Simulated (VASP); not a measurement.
# CdS (I4/mmm) in VASP: notebook

CdS is run at these levels: PBE; tasks: single point.

Everything below comes from runs of VASP 6.6.1. Logs are shortened: lines on timing, memory, paths and dates and some standing lists are left out, and cuts for length are marked.

**1. The cell of the first run**

Symmetry: I4/mmm, No. 139, tetragonal system. Conventional cell: a = 3.894 Å, b = 3.894 Å, c = 5.644 Å, α = 90.00°, β = 90.00°, γ = 90.00°. Cd (site symmetry 4/mmm) has 6 S at 2.75 to 2.82 Å within 3.6 Å. S (site symmetry 4/mmm) has 6 Cd at 2.75 to 2.82 Å within 3.6 Å.

**2. Single point, PBE (strain +0.000 along x and y, +0.025 along z)**

The input, INCAR:

```
SYSTEM = CdS
PREC = Accurate
ENCUT = 520
EDIFF = 1E-6
ISMEAR = 0
SIGMA = 0.03
LREAL = .FALSE.
LASPH = .TRUE.
NELM = 80
ALGO = Normal
ISIF = 2
LWAVE = .FALSE.
LCHARG = .TRUE.
GGA = PE
LELF = .TRUE.
LVHAR = .TRUE.
NBANDS = 16
```

The input, KPOINTS:

```
Automatic mesh
0
G
  10 10 10
  0 0 0
```

The input, POSCAR:

```
CdS
1.0
    0.0000000000      2.7532440000      2.8220751000
    2.7532440000      0.0000000000      2.8220751000
    2.7532440000      2.7532440000      0.0000000000
Cd S
1 1
Direct
    0.0000000000      0.0000000000      0.0000000000
    0.5000000000      0.5000000000      0.5000000000
```

Potentials or basis: VASP PAW PBE potentials, release 64 (Cd, S).

On the command line:

```bash
$ cat potpaw_PBE.64/Cd/POTCAR potpaw_PBE.64/S/POTCAR > POTCAR
$ mpirun -np 1 vasp_std > vasp.out
```

OUTCAR:

```text
SYSTEM = CdS
   PREC = Accurate
   ENCUT = 520
   EDIFF = 1E-6
   ISMEAR = 0
   LREAL = .FALSE.
   LASPH = .TRUE.
   NELM = 80
   ISIF = 2
   GGA = PE

 ion  position               nearest neighbor table
   1  0.000  0.000  0.000-   2 2.75   2 2.75   2 2.75   2 2.75   2 2.82   2 2.82
   2  0.500  0.500  0.500-   1 2.75   1 2.75   1 2.75   1 2.75   1 2.82   1 2.82

  LATTYP: Found a body centered tetragonal cell.
 ALAT       =     3.8936750053
 C/A-ratio  =     1.4495689014

  Lattice vectors:

 A1 = (  -2.7532440000,   0.0000000000,   2.8220751000)
 A2 = (   2.7532440000,   0.0000000000,   2.8220751000)
 A3 = (   0.0000000000,   2.7532440000,  -2.8220751000)

Analysis of symmetry for initial positions (statically):
=====================================================================
 Subroutine PRICEL returns:
 Original cell was already a primitive cell.

 Routine SETGRP: Setting up the symmetry group for a
 body centered tetragonal supercell.

 Subroutine GETGRP returns: Found 16 space group operations
 (whereof 16 operations were pure point group operations)
 out of a pool of 16 trial point group operations.

The static configuration has the point symmetry D_4h.

Analysis of symmetry for dynamics (positions and initial velocities):
=====================================================================
 Subroutine PRICEL returns:
 Original cell was already a primitive cell.

 Routine SETGRP: Setting up the symmetry group for a
 body centered tetragonal supercell.

 Subroutine GETGRP returns: Found 16 space group operations
 (whereof 16 operations were pure point group operations)
 out of a pool of 16 trial point group operations.

The dynamic configuration has the point symmetry D_4h.

 Subroutine INISYM returns: Found 16 space group operations
 (whereof 16 operations are pure point group operations),
 and found     1 'primitive' translations

----------------------------------------------------------------------------------------

                                     Primitive cell

  volume of cell :      42.7846

  direct lattice vectors                    reciprocal lattice vectors
     0.000000000  2.753244000  2.822075100    -0.181603955  0.181603955  0.177174590
     2.753244000  0.000000000  2.822075100     0.181603955 -0.181603955  0.177174590
     2.753244000  2.753244000  0.000000000     0.181603955  0.181603955 -0.177174590

  length of vectors
     3.942646369  3.942646369  3.893675005     0.312010943  0.312010943  0.312010943

  position of ions in fractional coordinates (direct lattice)
     0.000000000  0.000000000  0.000000000
     0.500000000  0.500000000  0.500000000

  ion indices of the primitive-cell ions
   primitive index   ion index
                 1           1
                 2           2

----------------------------------------------------------------------------------------

 KPOINTS: Automatic mesh

Automatic generation of k-mesh.
 Grid dimensions read from file:
 generate k-points for:   10   10   10

 Generating k-lattice:

  Cartesian coordinates                     Fractional coordinates (reciprocal lattice)
    -0.018160396  0.018160396  0.017717459     0.100000000  0.000000000  0.000000000
     0.018160396 -0.018160396  0.017717459     0.000000000  0.100000000  0.000000000
     0.018160396  0.018160396 -0.017717459     0.000000000  0.000000000  0.100000000

  Length of vectors
     0.031201094  0.031201094  0.031201094

  Shift w.r.t. Gamma in fractional coordinates (k-lattice)
     0.000000000  0.000000000  0.000000000

 Subroutine IBZKPT returns following result:
 ===========================================

 Found    102 irreducible k-points:

 Following reciprocal coordinates:
            Coordinates               Weight
  0.000000  0.000000  0.000000      1.000000
  0.100000  0.000000  0.000000      8.000000
  0.200000  0.000000  0.000000      8.000000
  0.300000  0.000000  0.000000      8.000000
  0.400000 -0.000000  0.000000      8.000000
  0.500000  0.000000  0.000000      4.000000
[... 16 lines left out ...]
  0.300000  0.300000  0.000000      2.000000
  0.400000  0.300000  0.000000      8.000000
 [... further k-points ...]
   k-points           NKPTS =    102   k-points in BZ     NKDIM =    102   number of bands    NBANDS=     16
   number of dos      NEDOS =    301   number of ions     NIONS =      2
   total plane-waves  NPLWV =  27000
   dimension x,y,z NGX =    30 NGY =   30 NGZ =   30
   dimension x,y,z NGXF=    60 NGYF=   60 NGZF=   60
   ions per type =               1   1
   NGX,Y,Z   is equivalent  to a cutoff of  12.65, 12.65, 12.81 a.u.
   NGXF,Y,Z  is equivalent  to a cutoff of  25.30, 25.30, 25.62 a.u.
 SYSTEM =  CdS
   PREC   = accura    normal or accurate (medium, high low for compatibility)
   ISTART =      0    job   : 0-new  1-cont  2-samecut
   ICHARG =      2    charge: 1-file 2-atom 10-const
   ISPIN  =      1    spin polarized calculation?
   LNONCOLLINEAR =      F non collinear calculations
   LSORBIT =      F    spin-orbit coupling
   LASPH  =      T    aspherical Exc in radial PAW
   ENCUT  =  520.0 eV  38.22 Ry    6.18 a.u.   7.33  7.33  7.24*2*pi/ulx,y,z
   NELM   =     80;   NELMIN=  2; NELMDL= -5     # of ELM steps
   EDIFF  = 0.1E-05   stopping-criterion for ELM
   LREAL  =      F    real-space projection
   EDIFFG = 0.1E-04   stopping-criterion for IOM
   NSW    =      0    number of steps for IOM
   IBRION =     -1    ionic relax: 0-MD 1-quasi-New 2-CG
   NFREE  =      0    steps in history (QN), initial steepest desc. (CG)
   ISIF   =      2    stress and relaxation
   ISYM   =      2    0-nonsym 1-usesym 2-fastsym
   POTIM  = 0.5000    time-step for ionic-motion
   TEBEG  =    0.0;   TEEND  =   0.0 temperature during run
   PSTRESS=    0.0 pullay stress
   NELECT =      18.0000    total number of electrons
   NUPDOWN=      -1.0000    fix difference up-down
   EMIN   =  10.00;   EMAX   =-10.00  energy-range for DOS
   EFERMI =   0.00;   METHOD = LEGACY
   ISMEAR =     0;   SIGMA  =   0.03  broadening in eV -4-tet -1-fermi 0-gaus
   EFERMI_NEDOS =   21; number of points for ismear=-14 and -15
   IALGO  =     38    algorithm
   IMIX   =      4    mixing-type and parameters
     AMIX     =   0.40;   BMIX     =  1.00
     AMIX_MAG =   1.60;   BMIX_MAG =  1.00
  volume/ion in A,a.u.               =      21.39       144.36
  Fermi-wavevector in a.u.,A,eV,Ry     =   1.226694  2.318116 20.473760  1.504779
  Thomas-Fermi vector in A             =   2.361686
   LORBIT       =      0    0 simple, 1 ext, 2 COOP (PROOUT), +10 PAW based schemes
   GGA     = PE    functional components
   LHFCALC =     F    Hartree Fock is set to
   AEXX    =    0.0000 exact exchange contribution
   IVDW    =     0    specifies the selected vdW correction
   LEPSILON=     F    determine dielectric tensor
   LRPA    =     F    only Hartree local field effects (RPA)
 non-spin polarized calculation
 Gauss-broadening in eV      SIGMA  =   0.03
  energy-cutoff  :      520.00
  volume of cell :       42.78
 maximum number of plane-waves:      1179
 NGX is ok and might be reduce to    30
   NGX = 15   NGY = 15   NGZ = 15

 number of electron      18.0000000 magnetization

 Free energy of the ion-electron system (eV)
  ---------------------------------------------------
  ext. energy  EPLUGINS =         0.00000000
  ---------------------------------------------------
  free energy    TOTEN  =        -5.86840386 eV

  energy without entropy =       -5.86840374  energy(sigma->0) =       -5.86840380

 E-fermi :   2.6250     XC(G=0): -10.1815

 val. band max:        2.5446493067   @ k =  -0.2000   0.2000   0.0000
 cond. band min:       2.7004705360   @ k =   0.5000   0.0000   0.5000
 fundamental gap:      0.1558212293
 Fermi energy:         2.6250330299

 k-point     1 :       0.0000    0.0000    0.0000
  band No.  band energies     occupation
      1     -10.0215      2.00000
      2      -5.0697      2.00000
      3      -5.0517      2.00000
      4      -5.0474      2.00000
      5      -5.0414      2.00000
      6      -5.0414      2.00000
[... 8 lines left out ...]
     15      13.8322      0.00000
     16      13.8547      0.00000

 k-point     2 :       0.1000    0.0000    0.0000
  band No.  band energies     occupation
      1      -9.9419      2.00000
      2      -5.0788      2.00000
      3      -5.0779      2.00000
      4      -5.0610      2.00000
      5      -5.0346      2.00000
      6      -5.0267      2.00000
[... 8 lines left out ...]
     15      12.8534      0.00000
     16      13.5260      0.00000

 k-point     3 :       0.2000    0.0000    0.0000
  band No.  band energies     occupation
      1      -9.7196      2.00000
      2      -5.1508      2.00000
      3      -5.1406      2.00000
      4      -5.0852      2.00000
      5      -4.9918      2.00000
      6      -4.9855      2.00000
[... 8 lines left out ...]
     15      12.9178      0.00000
     16      13.2555      0.00000

 k-point     4 :       0.3000    0.0000    0.0000
  band No.  band energies     occupation
      1      -9.4093      2.00000
      2      -5.2368      2.00000
      3      -5.2195      2.00000
      4      -5.1374      2.00000
      5      -4.9336      2.00000
      6      -4.9331      2.00000
[... 8 lines left out ...]
     15      13.7073      0.00000
     16      13.7716      0.00000
[... 324 lines left out ...]
 k-point    22 :      -0.2000    0.2000    0.0000
  band No.  band energies     occupation
      1      -9.3282      2.00000
      2      -5.2702      2.00000
      3      -5.2232      2.00000
      4      -5.0839      2.00000
      5      -4.9531      2.00000
      6      -4.8766      2.00000
[... 8 lines left out ...]
     15      15.3740      0.00000
     16      15.6788      0.00000

 k-point    23 :       0.3000    0.3000    0.0000
  band No.  band energies     occupation
      1      -9.4297      2.00000
      2      -5.1531      2.00000
      3      -4.9994      2.00000
      4      -4.9949      2.00000
      5      -4.9073      2.00000
      6      -4.9073      2.00000
[... 8 lines left out ...]
     15      15.8040      0.00000
     16      17.4530      0.00000

 k-point    24 :       0.4000    0.3000    0.0000
  band No.  band energies     occupation
      1      -9.2993      2.00000
      2      -5.1623      2.00000
      3      -5.0239      2.00000
      4      -4.9253      2.00000
      5      -4.8629      2.00000
      6      -4.7869      2.00000
[... 8 lines left out ...]
     15      16.2540      0.00000
     16      17.3880      0.00000

 [... further k-points ...]

------------------------ aborting loop because EDIFF is reached ----------------------------------------

  FORCE on cell =-STRESS in cart. coord.  units (eV):
  Direction    XX          YY          ZZ          XY          YZ          ZX
  --------------------------------------------------------------------------------------
  -------------------------------------------------------------------------------------
  Total       -0.3228571     -0.3228571     -0.6958415      0.0000000     -0.0000000      0.0000000
  in kB      -12.0901837    -12.0901837    -26.0575121      0.0000000     -0.0000000      0.0000000
  external PRESSURE =     -16.7459598 kB  Pullay stress =       0.0000000 kB

 VOLUME and BASIS-vectors are now :
 -----------------------------------------------------------------------------
  energy-cutoff  :      520.00
  volume of cell :       42.78
      direct lattice vectors                 reciprocal lattice vectors
     0.000000000  2.753244000  2.822075100    -0.181603955  0.181603955  0.177174590
     2.753244000  0.000000000  2.822075100     0.181603955 -0.181603955  0.177174590
     2.753244000  2.753244000  0.000000000     0.181603955  0.181603955 -0.177174590

 POSITION                                       TOTAL-FORCE (eV/Angst)
 -----------------------------------------------------------------------------------
      0.00000      0.00000      0.00000        -0.000000      0.000000     -0.000000
      2.75324      2.75324      2.82208         0.000000     -0.000000      0.000000
 -----------------------------------------------------------------------------------
    total drift:                               -0.000000      0.000000      0.000000

  FREE ENERGIE OF THE ION-ELECTRON SYSTEM (eV)
  ---------------------------------------------------
  free  energy   TOTEN  =        -5.8684038637 eV

  energy  without entropy=       -5.8684037371  energy(sigma->0) =       -5.86840380
```

Wall time 59 s (1 thread of Intel Xeon Platinum 8259CL at 2.50GHz (Skylake/Cascade Lake), shared host); peak memory 0.21 GiB.

What came out:

```yaml
Free_energy: -5.8684 eV
Pressure: -1.7 GPa
Band_gap_on_the_k_mesh: 0.16 eV, indirect (least direct gap 1.29 eV)
```

Levels at points of the mesh, in eV from the valence-band top:
```tsv
k point	band 5	band 6	band 7	band 8	band 9	band 10	band 11	band 12	band 13	band 14
(0.00, 0.00, 0.00)	-7.59	-7.59	-0.76	-0.76	-0.63	0.67	9.07	9.21	9.21	10.67
(0.50, 0.00, 0.00)	-7.42	-7.41	-4.70	-0.12	-0.01	3.48	5.77	5.99	6.40	12.04
(0.50, 0.50, 0.00)	-7.36	-6.79	-4.00	-1.98	-1.98	0.26	6.13	9.35	10.99	10.99
(0.50, 0.00, 0.50)	-7.35	-6.73	-4.01	-2.16	-1.93	0.16	6.00	9.59	10.54	11.11
```

Caveat: the cell differs from its parent crystal (strain +0.000 along x and y, +0.025 along z). A k mesh can miss the band edges.

**3. Single point, PBE (strain +0.000 along x and y, +0.050 along z)**

The input, INCAR:

```
PREC = Accurate
ENCUT = 520
EDIFF = 1E-6
ISMEAR = 0
SIGMA = 0.03
LREAL = False
LASPH = True
NELM = 80
ALGO = Normal
ISIF = 2
LWAVE = False
LCHARG = True
GGA = PE
LELF = True
LVHAR = True
NBANDS = 16
```

The input, KPOINTS:

```
regular mesh
0
Gamma
  10 10 10
```

The input, POSCAR:

```
CdS
1.0
    0.0000000000      2.7532440000      2.8909062000
    2.7532440000      0.0000000000      2.8909062000
    2.7532440000      2.7532440000      0.0000000000
Cd S
1 1
Direct
    0.0000000000      0.0000000000      0.0000000000
    0.5000000000      0.5000000000      0.5000000000
```

Potentials or basis: VASP PAW PBE potentials, release 64 (Cd, S).

On the command line:

```bash
$ cat potpaw_PBE.64/Cd/POTCAR potpaw_PBE.64/S/POTCAR > POTCAR
$ mpirun -np 1 vasp_std > vasp.out
```

It took 74 s on 1 thread of Intel Xeon Platinum 8259CL at 2.50GHz (Skylake/Cascade Lake), shared host; peak memory 0.21 GiB.

The run converged. Its results:

| Property | Result |
| --- | --- |
| Free energy | -5.8456 eV |
| Pressure | -2.9 GPa |
| Band gap on the k mesh | 0.08 eV, indirect (least direct gap 1.09 eV) |

Stress tensor (GPa, compression positive):
```
-2.18  0.00  0.00
 0.00 -2.18  0.00
 0.00  0.00 -4.38
```

Levels at points of the mesh, in eV from the valence-band top:
| k point | band 5 | band 6 | band 7 | band 8 | band 9 | band 10 | band 11 | band 12 | band 13 | band 14 |
| --- | --- | --- | --- | --- | --- | --- | --- | --- | --- | --- |
| (0.00, 0.00, 0.00) | -7.59 | -7.59 | -0.81 | -0.81 | -0.56 | 0.53 | 8.94 | 9.20 | 9.20 | 10.10 |
| (0.50, 0.00, 0.00) | -7.45 | -7.43 | -4.64 | -0.23 | -0.01 | 3.43 | 5.65 | 6.05 | 6.18 | 11.88 |
| (0.50, 0.50, 0.00) | -7.39 | -6.89 | -3.88 | -1.90 | -1.90 | 0.28 | 6.20 | 8.97 | 10.88 | 10.88 |
| (0.50, 0.00, 0.50) | -7.37 | -6.78 | -3.92 | -2.24 | -1.81 | 0.08 | 5.96 | 9.46 | 10.02 | 11.10 |

Caveat: the cell differs from its parent crystal (strain +0.000 along x and y, +0.050 along z). A k mesh can miss the band edges.
